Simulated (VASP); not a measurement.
The system is SnSe.

```
Sn Se
1.0
    11.42000    0.00000    0.00000
     0.00000    4.19000    0.00000
     0.00000    0.00000    4.46000
Sn Se
4 4
Cartesian
  1.4047 1.0475 0.4059
  4.3053 3.1425 2.6359
  7.1147 1.0475 1.8241
  10.0153 3.1425 4.0541
  4.0769 1.0475 0.0714
  1.6331 3.1425 2.3014
  9.7869 1.0475 2.1586
  7.3431 3.1425 4.3886
```

```yaml
Program: VASP 6.6.1
Task: relaxation of cell and atoms
Functional: PBE
Dispersion: D3(BJ)
Potentials_or_basis: VASP PAW PBE potentials, release 64 (Sn_d, Se)
Cutoff: 500 eV
k_mesh: 2 × 5 × 5
Occupations: gaussian, width 0.01 eV
Spin: no spin polarisation
```

At the start: pressure 0.3 GPa; volume 26.68 Å³/atom.

**Question.** How do energy, volume and symmetry change on relaxing?

**Answer.** Over 15 steps the energy falls by 6.7 meV/atom and the volume is 26.31 Å³/atom (-1.4 %); space group Pnma (No. 62, to 0.1 Å) before and after.

The path:
```
step  energy change (eV)  largest force (eV/Å)  pressure (GPa)  volume (Å³)
   1              0.0000                0.3161            0.26       213.41
   2             -0.0379                0.0614           -0.46       214.70
   3             -0.0384                0.0764           -0.40       214.57
   4             -0.0430                0.0976           -0.01       212.65
   5             -0.0435                0.1088            0.17       211.77
   6             -0.0475                0.0817            0.13       211.32
   7             -0.0520                0.0259            0.05       209.95
   8             -0.0521                0.0240            0.05       210.12
   9             -0.0525                0.0342           -0.04       210.46
  10             -0.0525                0.0387           -0.08       210.61
  11             -0.0527                0.0337           -0.07       210.57
  12             -0.0531                0.0245           -0.02       210.48
  13             -0.0531                0.0110            0.06       210.32
  14             -0.0532                0.0155            0.03       210.39
  15             -0.0534                0.0099            0.01       210.49
```

Final structure:
```xyz
8
Lattice="11.5341 0.0000 0.0000 0.0000 4.1738 0.0000 0.0000 0.0000 4.3724" Properties=species:S:1:pos:R:3 pbc="T T T"
Sn    1.3642    1.0435    0.3933
Sn    4.4028    3.1304    2.5795
Sn    7.1313    1.0435    1.7928
Sn   10.1699    3.1304    3.9790
Se    4.1095    1.0435    0.0830
Se    1.6576    3.1304    2.2692
Se    9.8765    1.0435    2.1032
Se    7.4246    3.1304    4.2893
```
